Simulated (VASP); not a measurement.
Sb, 1 atom in the cell. Symmetry: Im-3m, No. 229, cubic system. Conventional cell: a = 3.792 Å, b = 3.792 Å, c = 3.792 Å, α = 90.00°, β = 90.00°, γ = 90.00°. Within 4.3 Å of Sb (site symmetry m-3m) lie 14 Sb at 3.28 to 3.79 Å. This isn't the form of Sb at room conditions, which is rhombohedral.

* Program: VASP 6.6.1
* Task: single point
* Functional: PBE
* Potentials or basis: VASP PAW PBE potentials, release 64 (Sb)
* Cutoff: 520 eV
* k mesh: 15 × 15 × 15
* Occupations: fermi-dirac, width 0.05 eV
* Spin: non-collinear spin, zero start, spin-orbit coupling
* Starting moments: [[0.0, 0.0, 0.0]] μB
* Dipole correction: no
* Further INCAR settings: ALGO = Normal; EDIFF = 1e-06; NBANDS = 16

Potentials or basis: VASP PAW PBE potentials, release 64 (Sb).

Command:

```console
$ cat potpaw_PBE.64/Sb/POTCAR > POTCAR
$ mpirun -np 1 vasp_ncl > vasp.out
```

Hardware: 1 thread of Intel Xeon 8259CL, on a shared host.

Q: Estimate the wall time of this run.

A: Wall time 94 s on 1 thread of Intel Xeon 8259CL (shared host), peak memory 0.24 GiB. Counts: scf iterations 10, k points 120.
